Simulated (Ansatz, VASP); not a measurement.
**Mo, level by level in two programs**

```
Mo
1.0
    -1.58381    1.58381    1.58381
     1.58381   -1.58381    1.58381
     1.58381    1.58381   -1.58381
Mo
1
Direct
  0.00000 0.00000 0.00000
```

Single points on this cell with VASP 6.6.1 and Ansatz 0.2.0. Each row is one pair of runs. Alike in all rows: spin: off; k mesh: 6 × 6 × 6; smearing: fermi-dirac, width 0.05 eV; VASP's potentials, cutoff: VASP PAW PBE potentials, release 64 (Mo_sv), 520 eV.

```csv
level,"Ansatz's potentials, cutoff","pressure (GPa), VASP","pressure (GPa), Ansatz"
r2SCAN0,"Ansatz PAW, 500 eV",-9.7,?
r2SCANh,"Ansatz PAW, 500 eV",-6.2,-7.2
HF,"Ansatz PAW, 420 eV",-0.6,4.1
```

Q: Fill in what Ansatz gave in row 1.

A: Pressure (GPa): -10.7.

The k mesh is coarse, so the values compare programs but aren't converged.
